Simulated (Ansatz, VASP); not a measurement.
# One calculation of Ti3O4, two programs

```
CELL_PARAMETERS angstrom
-2.06591 2.06591 4.08913
2.06591 -2.06591 4.08913
2.06591 2.06591 -4.08913
ATOMIC_POSITIONS crystal
Ti 0.25000 0.75000 0.50000
Ti 0.50000 0.50000 0.00000
Ti 0.75000 0.25000 0.50000
O 0.00000 0.50000 0.50000
O 0.24412 0.24412 0.00000
O 0.50000 0.00000 0.50000
O 0.75588 0.75588 0.00000
```

Alike in both runs: task single point; functional PBEsol; k mesh 12 × 12 × 12; occupations gaussian, width 0.1 eV; no spin polarisation.

|  | VASP | Ansatz |
| --- | --- | --- |
| version | VASP 6.6.1 | Ansatz 0.2.0 |
| potentials or method | VASP PAW PBE potentials, release 64 (Ti_sv, O), cutoff 520 eV | scalar-relativistic, plane waves, PAW |
| valence electrons in the cell | 60 | 60 |

Ansatz gave:

- gap on the k mesh at the Fermi level (eV): none
- pressure (GPa): -5.7
- traceless stress, the component that is largest in VASP (GPa): -0.44
- rms of the force components (eV/Å): 0.014

What did VASP give for the same quantities?

gap on the k mesh at the Fermi level (eV): none; pressure (GPa): -5.0; traceless stress, the component that is largest in VASP (GPa): -0.35; rms of the force components (eV/Å): 0.007.

VASP's potentials were made for PBE, not for PBEsol. Atom by atom the forces differ by 0.007 eV/Å (rms over components). A gap of «none» marks a metal or a gap that the smearing closes. The functional is the same, so the differences come from potentials, cutoffs and numerics.
